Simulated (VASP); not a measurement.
Write the native input for VASP 6.6.1 that does the following.

```
Task                   : single point
Functional             : LDA
Potentials or basis    : VASP PAW LDA potentials, release 64 (Mo_sv)
Cutoff                 : 520 eV
k mesh                 : 13 × 13 × 13
Occupations            : methfessel-paxton, width 0.1 eV
Spin                   : no spin polarisation
Dipole correction      : no
Further INCAR settings : ALGO = Normal; EDIFF = 1e-07; NBANDS = 13
```

The structure of Mo lies in POSCAR:

```
Mo
1.0
   -1.5412954772      1.5412954772      1.5412954772
    1.5412954772     -1.5412954772      1.5412954772
    1.5412954772      1.5412954772     -1.5412954772
Mo
1
Direct
    0.0000000000      0.0000000000      0.0000000000
```

These files were run (other wordings do the same):

INCAR

```
  PREC = Accurate
  ENCUT = 520
  EDIFF = 1E-7
  ISMEAR = 1
  SIGMA = 0.1
  LREAL = False
  LASPH = True
  NELM = 100
  ALGO = Normal
  ISIF = 2
  LWAVE = False
  LCHARG = True
  LELF = True
  LVHAR = True
  NBANDS = 13
```

KPOINTS

```
Automatic mesh
0
Gamma
  13 13 13
```

Potentials or basis: VASP PAW LDA potentials, release 64 (Mo_sv).

Launch:

```console
$ cat potpaw_LDA.64/Mo_sv/POTCAR > POTCAR
$ mpirun -np 1 vasp_std > vasp.out
```

It gave:

```json
{"Pressure": "9.7 GPa", "Band gap on the k mesh": "zero (band 7 reaches 17.52 eV, above the bottom of band 8 at 12.04 eV)"}
```

Run time: 5.1 s on 1 thread of Intel(R) Xeon(R) 6975P-C (Granite Rapids), on a shared host, peak memory 0.13 GiB.
